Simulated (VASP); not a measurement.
# TaN (C222_1) in VASP: a series of runs

TaN is run at these levels: PBE; tasks: single point.

All numbers are computed with VASP 6.6.1; they aren't measurements. Logs are shortened: lines on timing, memory, paths and dates and some standing lists are left out, and cuts for length are marked.

### Step 1. The cell of the first run

It takes space group C222_1 (No. 20, orthorhombic). Conventional cell: a = 3.034 Å, b = 5.254 Å, c = 5.914 Å, α = 90.00°, β = 90.00°, γ = 90.00°. Within 3.1 Å of Ta (site symmetry 2) lie 6 N at 2.19 to 2.40 Å and 8 Ta at 2.97 to 3.03 Å. Within 2.9 Å of N (site symmetry 2) lie 6 Ta at 2.19 to 2.40 Å.

### Step 2. Single point, PBE (atoms displaced along a vibrational mode, the cell strained)

Input file INCAR:

```
PREC = Accurate ; ENCUT = 520
EDIFF = 1E-6 ; ISMEAR = 0
SIGMA = 0.15 ; LREAL = F
LASPH = T ; NELM = 100
ALGO = Normal ; ISIF = 2
LWAVE = F ; LCHARG = T
GGA = PE ; LELF = T
LVHAR = T ; NBANDS = 24
```

Input file KPOINTS:

```
regular mesh
0
Gamma
  15 15 8
```

Input file POSCAR:

```
TaN
1.0
    3.0335756640      0.0000000000      0.0000000000
   -1.5167878320      2.6271535893      0.0000000000
    0.0000000000      0.0000000000      5.9142266377
Ta N
2 2
Direct
   -0.0514244632      0.0000000000      0.0000000000
    0.0514244632      0.0000000000      0.5000000000
    0.3333333333      0.6666666667      0.2500000000
    0.6666666667      0.3333333333      0.7500000000
```

Potentials or basis: VASP PAW PBE potentials, release 64 (Ta_pv, N).

Run with:

```console
$ cat potpaw_PBE.64/Ta_pv/POTCAR potpaw_PBE.64/N/POTCAR > POTCAR
$ mpirun -np 1 vasp_std > vasp.out
```

OUTCAR:

```text
PREC = Accurate
   ENCUT = 520
   EDIFF = 1E-6
   ISMEAR = 0
   LREAL = F
   LASPH = T
   NELM = 100
   ISIF = 2
   GGA = PE

 ion  position               nearest neighbor table
   1  0.949  0.000  0.000-   4 2.19   3 2.19   3 2.30   4 2.30   3 2.40   4 2.40   2 2.97   2 2.97

   2  0.051  0.000  0.500-   3 2.19   4 2.19   4 2.30   3 2.30   4 2.40   3 2.40   1 2.97   1 2.97

   3  0.333  0.667  0.250-   2 2.19   1 2.19   1 2.30   2 2.30   1 2.40   2 2.40
   4  0.667  0.333  0.750-   1 2.19   2 2.19   2 2.30   1 2.30   2 2.40   1 2.40

  LATTYP: Found a hexagonal cell.
 ALAT       =     3.0335756640
 C/A-ratio  =     1.9495892942

  Lattice vectors:

 A1 = (   3.0335756640,   0.0000000000,   0.0000000000)
 A2 = (  -1.5167878320,   2.6271535893,   0.0000000000)
 A3 = (   0.0000000000,   0.0000000000,   5.9142266377)

Analysis of symmetry for initial positions (statically):
=====================================================================
 Subroutine PRICEL returns:
 Original cell was already a primitive cell.

 Routine SETGRP: Setting up the symmetry group for a
 hexagonal supercell.

 Subroutine GETGRP returns: Found  4 space group operations
 (whereof  2 operations were pure point group operations)
 out of a pool of 24 trial point group operations.

The static configuration has the point symmetry C_2 .
 The point group associated with its full space group is D_2 .

Analysis of symmetry for dynamics (positions and initial velocities):
=====================================================================
 Subroutine PRICEL returns:
 Original cell was already a primitive cell.

 Routine SETGRP: Setting up the symmetry group for a
 hexagonal supercell.

 Subroutine GETGRP returns: Found  4 space group operations
 (whereof  2 operations were pure point group operations)
 out of a pool of 24 trial point group operations.

The dynamic configuration has the point symmetry C_2 .
 The point group associated with its full space group is D_2 .

 Subroutine INISYM returns: Found  4 space group operations
 (whereof  2 operations are pure point group operations),
 and found     1 'primitive' translations

----------------------------------------------------------------------------------------

                                     Primitive cell

  volume of cell :      47.1344

  direct lattice vectors                    reciprocal lattice vectors
     3.033575664  0.000000000  0.000000000     0.329643995  0.190320049  0.000000000
    -1.516787832  2.627153589  0.000000000     0.000000000  0.380640098  0.000000000
     0.000000000  0.000000000  5.914226638     0.000000000  0.000000000  0.169083815

  length of vectors
     3.033575664  3.033575664  5.914226638     0.380640098  0.380640098  0.169083815

  position of ions in fractional coordinates (direct lattice)
     0.948575537  0.000000000  0.000000000
     0.051424463  0.000000000  0.500000000
     0.333333333  0.666666667  0.250000000
     0.666666667  0.333333333  0.750000000

  ion indices of the primitive-cell ions
   primitive index   ion index
                 1           1
                 2           2
                 3           3
                 4           4

----------------------------------------------------------------------------------------

 KPOINTS: regular mesh

Automatic generation of k-mesh.
 Grid dimensions read from file:
 generate k-points for:   15   15    8

 Generating k-lattice:

  Cartesian coordinates                     Fractional coordinates (reciprocal lattice)
     0.021976266  0.012688003  0.000000000     0.066666667  0.000000000  0.000000000
     0.000000000  0.025376007  0.000000000     0.000000000  0.066666667  0.000000000
     0.000000000  0.000000000  0.021135477     0.000000000  0.000000000  0.125000000

  Length of vectors
     0.025376007  0.025376007  0.021135477

  Shift w.r.t. Gamma in fractional coordinates (k-lattice)
     0.000000000  0.000000000  0.000000000

 Subroutine IBZKPT returns following result:
 ===========================================

 Found    320 irreducible k-points:

 Following reciprocal coordinates:
            Coordinates               Weight
  0.000000  0.000000  0.000000      1.000000
  0.066667  0.000000  0.000000      4.000000
  0.000000  0.066667  0.000000      2.000000
  0.133333  0.000000  0.000000      4.000000
  0.000000  0.133333  0.000000      2.000000
  0.200000  0.000000  0.000000      4.000000
[... 16 lines left out ...]
 -0.266667  0.200000  0.000000      4.000000
  0.266667  0.066667  0.000000      4.000000
 [... further k-points ...]
   k-points           NKPTS =    320   k-points in BZ     NKDIM =    320   number of bands    NBANDS=     24
   number of dos      NEDOS =    301   number of ions     NIONS =      4
   total plane-waves  NPLWV =  27648
   dimension x,y,z NGX =    24 NGY =   24 NGZ =   48
   dimension x,y,z NGXF=    48 NGYF=   48 NGZF=   96
   ions per type =               2   2
   NGX,Y,Z   is equivalent  to a cutoff of  13.15, 13.15, 13.49 a.u.
   NGXF,Y,Z  is equivalent  to a cutoff of  26.30, 26.30, 26.99 a.u.
 SYSTEM =  unknown system
   PREC   = accura    normal or accurate (medium, high low for compatibility)
   ISTART =      0    job   : 0-new  1-cont  2-samecut
   ICHARG =      2    charge: 1-file 2-atom 10-const
   ISPIN  =      1    spin polarized calculation?
   LNONCOLLINEAR =      F non collinear calculations
   LSORBIT =      F    spin-orbit coupling
   LASPH  =      T    aspherical Exc in radial PAW
   ENCUT  =  520.0 eV  38.22 Ry    6.18 a.u.   5.64  5.64 11.00*2*pi/ulx,y,z
   NELM   =    100;   NELMIN=  2; NELMDL= -5     # of ELM steps
   EDIFF  = 0.1E-05   stopping-criterion for ELM
   LREAL  =      F    real-space projection
   EDIFFG = 0.1E-04   stopping-criterion for IOM
   NSW    =      0    number of steps for IOM
   IBRION =     -1    ionic relax: 0-MD 1-quasi-New 2-CG
   NFREE  =      0    steps in history (QN), initial steepest desc. (CG)
   ISIF   =      2    stress and relaxation
   ISYM   =      2    0-nonsym 1-usesym 2-fastsym
   POTIM  = 0.5000    time-step for ionic-motion
   TEBEG  =    0.0;   TEEND  =   0.0 temperature during run
   PSTRESS=    0.0 pullay stress
   NELECT =      32.0000    total number of electrons
   NUPDOWN=      -1.0000    fix difference up-down
[... 4 lines left out ...]
   IALGO  =     38    algorithm
   IMIX   =      4    mixing-type and parameters
     AMIX     =   0.40;   BMIX     =  1.00
     AMIX_MAG =   1.60;   BMIX_MAG =  1.00
  volume/ion in A,a.u.               =      11.78        79.52
  Fermi-wavevector in a.u.,A,eV,Ry     =   1.438839  2.719011 28.167549  2.070256
  Thomas-Fermi vector in A             =   2.557761
   LORBIT       =      0    0 simple, 1 ext, 2 COOP (PROOUT), +10 PAW based schemes
   GGA     = PE    functional components
   LHFCALC =     F    Hartree Fock is set to
   AEXX    =    0.0000 exact exchange contribution
   IVDW    =     0    specifies the selected vdW correction
   LEPSILON=     F    determine dielectric tensor
   LRPA    =     F    only Hartree local field effects (RPA)
 non-spin polarized calculation
 Gauss-broadening in eV      SIGMA  =   0.15
  energy-cutoff  :      520.00
  volume of cell :       47.13
 maximum number of plane-waves:      1288
   NGX = 11   NGY = 11   NGZ = 21

 number of electron      32.0000003 magnetization

 Free energy of the ion-electron system (eV)
  ---------------------------------------------------
  ext. energy  EPLUGINS =         0.00000000
  ---------------------------------------------------
  free energy    TOTEN  =       -43.49916257 eV

  energy without entropy =      -43.47925269  energy(sigma->0) =      -43.48920763

 E-fermi :   7.4962     XC(G=0): -12.8462

 val. band max:        7.4945247170   @ k =   0.1333   0.0000   0.0000
 cond. band min:       7.5006791092   @ k =  -0.0667   0.2000   0.2500
 fundamental gap:      0.0061543922
 Fermi energy:         7.4962056950

 k-point     1 :       0.0000    0.0000    0.0000
  band No.  band energies     occupation
      1     -28.2364      2.00000
      2     -27.5751      2.00000
      3     -27.4753      2.00000
      4     -27.4672      2.00000
      5     -27.4287      2.00000
      6     -27.4121      2.00000
[... 16 lines left out ...]
     23      11.2089      0.00000
     24      12.8661      0.00000

 k-point     2 :       0.0667    0.0000    0.0000
  band No.  band energies     occupation
      1     -28.2286      2.00000
      2     -27.5712      2.00000
      3     -27.5080      2.00000
      4     -27.4763      2.00000
      5     -27.4568      2.00000
      6     -27.4216      2.00000
[... 16 lines left out ...]
     23      11.2016      0.00000
     24      12.7199      0.00000

 k-point     3 :       0.0000    0.0667    0.0000
  band No.  band energies     occupation
      1     -28.2288      2.00000
      2     -27.5709      2.00000
      3     -27.5015      2.00000
      4     -27.4827      2.00000
      5     -27.4431      2.00000
      6     -27.4356      2.00000
[... 16 lines left out ...]
     23      11.2278      0.00000
     24      12.7179      0.00000

 k-point     4 :       0.1333    0.0000    0.0000
  band No.  band energies     occupation
      1     -28.2065      2.00000
      2     -27.6036      2.00000
      3     -27.5599      2.00000
      4     -27.5423      2.00000
      5     -27.4978      2.00000
      6     -27.4421      2.00000
[... 16 lines left out ...]
     23      11.3765      0.00000
     24      12.5095      0.00000

 k-point     5 :       0.0000    0.1333    0.0000
  band No.  band energies     occupation
      1     -28.2071      2.00000
      2     -27.5972      2.00000
      3     -27.5595      2.00000
      4     -27.5297      2.00000
      5     -27.5036      2.00000
      6     -27.4554      2.00000
[... 16 lines left out ...]
     23      11.4119      0.00000
     24      12.4555      0.00000

 k-point     6 :       0.2000    0.0000    0.0000
  band No.  band energies     occupation
      1     -28.1737      2.00000
      2     -27.7413      2.00000
      3     -27.6676      2.00000
      4     -27.5436      2.00000
      5     -27.5287      2.00000
      6     -27.4710      2.00000
[... 16 lines left out ...]
     23      11.8430      0.00000
     24      12.6475      0.00000
[... 379 lines left out ...]
 k-point    21 :       0.2000    0.0667    0.0000
  band No.  band energies     occupation
      1     -28.1513      2.00000
      2     -27.8253      2.00000
      3     -27.7438      2.00000
      4     -27.5602      2.00000
      5     -27.5318      2.00000
      6     -27.5008      2.00000
[... 16 lines left out ...]
     23      12.2303      0.00000
     24      12.7190      0.00000

 k-point    22 :      -0.0667    0.2667    0.0000
  band No.  band energies     occupation
      1     -28.1526      2.00000
      2     -27.8212      2.00000
      3     -27.7358      2.00000
      4     -27.5642      2.00000
      5     -27.5295      2.00000
      6     -27.5106      2.00000
[... 16 lines left out ...]
     23      12.2449      0.00000
     24      12.6025      0.00000

 k-point    23 :      -0.2667    0.2000    0.0000
  band No.  band energies     occupation
      1     -28.1504      2.00000
      2     -27.8285      2.00000
      3     -27.7478      2.00000
      4     -27.5578      2.00000
      5     -27.5318      2.00000
      6     -27.4963      2.00000
[... 16 lines left out ...]
     23      12.1558      0.00000
     24      12.7058      0.00000

 k-point    24 :       0.2667    0.0667    0.0000
  band No.  band energies     occupation
      1     -28.1141      2.00000
      2     -27.9702      2.00000
      3     -27.8778      2.00000
      4     -27.5983      2.00000
      5     -27.5367      2.00000
      6     -27.5121      2.00000
[... 16 lines left out ...]
     23      12.8992      0.00000
     24      13.2181      0.00000

 [... further k-points ...]

------------------------ aborting loop because EDIFF is reached ----------------------------------------

  FORCE on cell =-STRESS in cart. coord.  units (eV):
  Direction    XX          YY          ZZ          XY          YZ          ZX
  --------------------------------------------------------------------------------------
  -------------------------------------------------------------------------------------
  Total       -6.4124598     -6.9015562     -1.7349878      0.0000000      0.0000000      0.0000000
  in kB     -217.9701287   -234.5953253    -58.9751080      0.0000000      0.0000000      0.0000000
  external PRESSURE =    -170.5135206 kB  Pullay stress =       0.0000000 kB

 VOLUME and BASIS-vectors are now :
 -----------------------------------------------------------------------------
  energy-cutoff  :      520.00
  volume of cell :       47.13
      direct lattice vectors                 reciprocal lattice vectors
     3.033575664  0.000000000  0.000000000     0.329643995  0.190320049  0.000000000
    -1.516787832  2.627153589  0.000000000     0.000000000  0.380640098  0.000000000
     0.000000000  0.000000000  5.914226638     0.000000000  0.000000000  0.169083815

 POSITION                                       TOTAL-FORCE (eV/Angst)
 -----------------------------------------------------------------------------------
      2.87758      0.00000      0.00000         1.486548      0.000000      0.000000
      0.15600      0.00000      2.95711        -1.486548      0.000000      0.000000
     -0.00000      1.75144      1.47856        -0.000000     -0.098646      0.000000
      1.51679      0.87572      4.43567        -0.000000      0.098646      0.000000
 -----------------------------------------------------------------------------------
    total drift:                                0.000000     -0.000000      0.000000

  FREE ENERGIE OF THE ION-ELECTRON SYSTEM (eV)
  ---------------------------------------------------
  free  energy   TOTEN  =       -43.4991625725 eV

  energy  without entropy=      -43.4792526949  energy(sigma->0) =      -43.48920763
```

Run time: 98 s. Hardware: 1 thread of Intel Xeon 6975P-C (Granite Rapids), shared host; peak memory 0.41 GiB.

What came out:

```
Free energy            : -43.4992 eV
Pressure               : -17.1 GPa
Largest force          : 1.487 eV/Å
Band gap on the k mesh : zero (bands 16 and 17 overlap by 0.71 eV)
```

Forces on the atoms (eV/Å):
```
Ta   1.487  0.000  0.000
Ta  -1.487  0.000  0.000
N    0.000 -0.099  0.000
N    0.000  0.099  0.000
```

Stress tensor (GPa, compression positive):
```
-21.80   0.00   0.00
  0.00 -23.46   0.00
  0.00   0.00  -5.90
```

Levels at points of the mesh, in eV from the Fermi level:
| k point | band 13 | band 14 | band 15 | band 16 | band 17 | band 18 | band 19 | band 20 |
| --- | --- | --- | --- | --- | --- | --- | --- | --- |
| (0.00, 0.00, 0.00) | -3.31 | -2.45 | -2.40 | -0.34 | -0.26 | 0.26 | 0.38 | 2.03 |
| (0.00, 0.00, 0.50) | -3.99 | -3.99 | -0.46 | -0.46 | 0.76 | 0.76 | 0.79 | 0.79 |

Caveat: the cell differs from its parent crystal (atoms displaced along a vibrational mode, the cell strained); the stress differs along the axes, from -23 to -6 GPa; spin-orbit coupling is left out, which moves the levels of the heavy elements; forces of over 1 eV/Å act on the atoms, so gaps and moduli don't describe the material at rest.

### Step 3. Single point, PBE (atoms displaced along a vibrational mode, the cell strained)

Input file INCAR:

```
PREC = Accurate
ENCUT = 520
EDIFF = 1E-6
ISMEAR = 0
SIGMA = 0.15
LREAL = False
LASPH = True
NELM = 80
ALGO = Normal
ISIF = 2
LWAVE = False
LCHARG = True
GGA = PE
LELF = True
LVHAR = True
NBANDS = 24
```

Input file KPOINTS:

```
Automatic mesh
0
Gamma
  15 15 8
```

Input file POSCAR:

```
TaN
1.0
    2.8781049112      0.0000000000      0.0000000000
   -1.4390524556      2.4925119678      0.0000000000
    0.0000000000      0.0000000000      5.9142266377
Ta N
2 2
Direct
   -0.0342829754      0.0000000000      0.0000000000
    0.0342829754      0.0000000000      0.5000000000
    0.3333333333      0.6666666667      0.2500000000
    0.6666666667      0.3333333333      0.7500000000
```

Potentials or basis: VASP PAW PBE potentials, release 64 (Ta_pv, N).

Run with:

```console
$ cat potpaw_PBE.64/Ta_pv/POTCAR potpaw_PBE.64/N/POTCAR > POTCAR
$ mpirun -np 1 vasp_std > vasp.out
```

It took 1.8 min on 1 thread of Intel Xeon 6975P-C (Granite Rapids), shared host; peak memory 0.37 GiB.

The run converged. Its results:

| Quantity | Value |
| --- | --- |
| Free energy | -43.8430 eV |
| Pressure | 11.4 GPa |
| Largest force | 1.401 eV/Å |
| Band gap on the k mesh | zero (bands 16 and 17 overlap by 0.95 eV) |

Forces on the atoms (eV/Å):
```
Ta   1.401  0.000  0.000
Ta  -1.401  0.000  0.000
N    0.000 -0.055  0.000
N    0.000  0.055  0.000
```

Stress tensor (GPa, compression positive):
```
13.64  0.00  0.00
 0.00 12.93  0.00
 0.00  0.00  7.63
```

Levels at points of the mesh, in eV from the Fermi level:
| k point | band 14 | band 15 | band 16 | band 17 | band 18 | band 19 |
| --- | --- | --- | --- | --- | --- | --- |
| (0.00, 0.00, 0.00) | -2.05 | -2.02 | -0.26 | -0.23 | 0.67 | 0.72 |
| (0.00, 0.00, 0.50) | -3.83 | -0.73 | -0.73 | 1.03 | 1.03 | 1.04 |

Caveat: the cell differs from its parent crystal (atoms displaced along a vibrational mode, the cell strained); the stress differs along the axes, from 8 to 14 GPa; spin-orbit coupling is left out, which moves the levels of the heavy elements; forces of over 1 eV/Å act on the atoms, so gaps and moduli don't describe the material at rest.

### Step 4. Single point, PBE (atoms displaced along a vibrational mode, the cell strained)

Input file INCAR:

```
  PREC = Accurate
  ENCUT = 520
  EDIFF = 1E-6
  ISMEAR = 0
  SIGMA = 0.15
  LREAL = False
  LASPH = True
  NELM = 60
  ALGO = Normal
  ISIF = 2
  LWAVE = False
  LCHARG = True
  GGA = PE
  LELF = True
  LVHAR = True
  NBANDS = 24
```

KPOINTS is that of step 3.

Input file POSCAR:

```
TaN
1.0
    2.9556944426      0.0000000000      0.0000000000
   -1.4778472213      2.5597064731      0.0000000000
    0.0000000000      0.0000000000      5.9142266377
Ta N
2 2
Direct
   -0.0514244632      0.0000000000      0.0000000000
    0.0514244632      0.0000000000      0.5000000000
    0.3333333333      0.6666666667      0.2500000000
    0.6666666667      0.3333333333      0.7500000000
```

Run with:

```console
$ cat potpaw_PBE.64/Ta_pv/POTCAR potpaw_PBE.64/N/POTCAR > POTCAR
$ mpirun -np 1 vasp_std > vasp.out
```

Wall time 1.9 min (1 thread of Intel Xeon 6975P-C (Granite Rapids), shared host); peak memory 0.4 GiB.

Results (log left out):

```
Free energy            : -43.7229 eV
Pressure               : -3.9 GPa
Largest force          : 1.774 eV/Å
Band gap on the k mesh : zero (bands 16 and 17 overlap by 0.70 eV)
```

Forces in eV/Å, atoms in the order of the input:
```
Ta   1.774  0.000  0.000
Ta  -1.774  0.000  0.000
N    0.000 -0.112  0.000
N    0.000  0.112  0.000
```

Stress tensor (GPa, compression positive):
```
-5.84  0.00  0.00
 0.00 -7.59  0.00
 0.00  0.00  1.85
```

Levels at points of the mesh, in eV from the Fermi level:
```tsv
k point	band 13	band 14	band 15	band 16	band 17	band 18	band 19	band 20
(0.00, 0.00, 0.00)	-3.41	-2.35	-2.29	-0.32	-0.24	0.45	0.57	2.33
(0.00, 0.00, 0.50)	-3.93	-3.93	-0.57	-0.57	0.88	0.88	0.90	0.90
```

Caveat: the cell differs from its parent crystal (atoms displaced along a vibrational mode, the cell strained); the stress differs along the axes, from -8 to 2 GPa; spin-orbit coupling is left out, which moves the levels of the heavy elements; forces of over 1 eV/Å act on the atoms, so gaps and moduli don't describe the material at rest.

### Step 5. Overview

| cell | gap on the mesh (eV) | pressure (GPa) | largest force (eV/Å) |
| --- | --- | --- | --- |
| a = 3.034, b = 3.034, c = 5.914 Å, angles 90.0, 90.0, 120.0°, 4 atoms, atomic positions A | none | -17.1 | 1.49 |
| a = 2.878, b = 2.878, c = 5.914 Å, angles 90.0, 90.0, 120.0°, 4 atoms, atomic positions B | none | 11.4 | 1.40 |
| a = 2.956, b = 2.956, c = 5.914 Å, angles 90.0, 90.0, 120.0°, 4 atoms, atomic positions A | none | -3.9 | 1.77 |

Alike in all rows: task single point; level PBE; potentials or basis VASP PAW PBE potentials, release 64 (Ta_pv, N); no spin polarisation; k mesh 15 × 15 × 8; cutoff (eV) 520; smearing gaussian 0.15 eV.

Caveats: spin-orbit coupling is left out, which moves the levels of the heavy elements; forces of over 1 eV/Å act on the atoms, so gaps and moduli don't describe the material at rest; the stress differs along the axes, from -23 to -6 GPa (at least some runs); the stress differs along the axes, from 8 to 14 GPa (at least some runs); the stress differs along the axes, from -8 to 2 GPa (at least some runs).

Absolute energies hang on the potentials; compare differences alone.
